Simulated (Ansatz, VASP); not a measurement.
# Co: VASP and Ansatz over several settings

```xyz
2
Lattice="2.4720 0.0000 0.0000 -1.2360 2.1408 0.0000 0.0000 0.0000 4.0211" Properties=species:S:1:pos:R:3 pbc="T T T"
Co    1.2360    0.7136    3.0159
Co    0.0000    1.4272    1.0053
```

Single points on this cell with VASP 6.6.1 and Ansatz 0.2.0. Each row is one pair of runs. Alike in all rows: smearing: fermi-dirac, width 0.05 eV; VASP's potentials, cutoff: VASP PAW PBE potentials, release 64 (Co), 520 eV.

| level | spin | k mesh | Ansatz's potentials, cutoff | pressure (GPa), VASP | pressure (GPa), Ansatz |
| --- | --- | --- | --- | --- | --- |
| PBEsol | collinear, zero start | 10 × 10 × 6 | Ansatz PAW, 420 eV | -18.0 | -17.4 |
| PBEsol | collinear, typed start | 10 × 10 × 6 | Ansatz PAW, 420 eV | -17.1 | -16.5 |
| r2SCAN | collinear, typed start | 12 × 12 × 7 | Ansatz PAW, 500 eV | 0.1 | 0.3 |
| PBEsol | off | 12 × 12 × 7 | Ansatz PAW, 420 eV | -17.9 | -17.4 |
| PBEsol | collinear, typed start | 12 × 12 × 7 | Ansatz PAW, 420 eV | -14.7 | -5.8 |
| PBEsol | non-collinear, typed start | 9 × 9 × 5 | Ansatz PAW, 420 eV | -7.5 | -6.8 |

Pressure (GPa): the two programs differ by at most 8.9.

VASP's potentials hold 18 valence electrons a cell and Ansatz's 34, so a difference there can come from the potentials and not from the codes.

In some rows the two programs ended in different magnetic states.

Noted on Ansatz's runs: the magnetic or orbital state may not be the lowest.
